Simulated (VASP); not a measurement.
Here is a VASP 6.6.1 calculation.

POSCAR

```
Si3Ge
1.0
    1.9426527493      1.1215910878      6.3409676182
   -1.9426527493      1.1215910878      6.3409676182
    0.0000000000     -2.2431821755      6.3409676182
Si Ge
3 1
Direct
    1.0013363435      0.0013363435      0.0013363435
    0.4987055951      0.4987055951      0.4987055951
    0.3750071689      0.3750071689      0.3750071689
    0.8749508926      0.8749508926      0.8749508926
```

Contents of INCAR.step1:

```
SYSTEM = Si3Ge
ALGO = Normal
EDIFF = 1E-4
ENCUT = 520
GGA = PE
ISMEAR = 0
LASPH = .True.
LCHARG = .False.
LREAL = .False.
LWAVE = .True.
NBANDS = 21
NELM = 80
PREC = Accurate
SIGMA = 0.01
```

Contents of INCAR.step2:

```
SYSTEM = Si3Ge
ALGO = Normal
EDIFF = 1E-6
ENCUT = 520
ISIF = 2
ISMEAR = 0
ISTART = 1
LASPH = .True.
LCHARG = .False.
LMIXTAU = .True.
LREAL = .False.
LWAVE = .False.
METAGGA = R2SCAN
NBANDS = 21
NELM = 80
PREC = Accurate
SIGMA = 0.01
```

The input KPOINTS:

```
k-points
0
Gamma
  4 4 4
  0 0 0
```

Potentials or basis: VASP PAW PBE potentials, release 64 (Si, Ge_d).

Run with:

```console
$ cat potpaw_PBE.64/Si/POTCAR potpaw_PBE.64/Ge_d/POTCAR > POTCAR
$ cp INCAR.step1 INCAR
$ mpirun -np 1 vasp_std > vasp.out
$ cp INCAR.step2 INCAR
$ mpirun -np 1 vasp_std > vasp.out
```

Q: What does it give for the largest force?

A: 0.037 eV/Å.

Q: What does it give for the pressure?

A: 0.1 GPa.

Q: Estimate the band gap on the k mesh.

A: 0.80 eV, indirect (least direct gap 1.45 eV).

Forces on the atoms (eV/Å):
```
Si   0.000  0.000  0.037
Si   0.000  0.000 -0.015
Si   0.000  0.000 -0.009
Ge   0.000  0.000 -0.013
```

Caveat: the k points lie up to 0.47 Å⁻¹ apart; the PAW data sets were made with another functional, which shifts forces and pressure a little. A k mesh can miss the band edges.
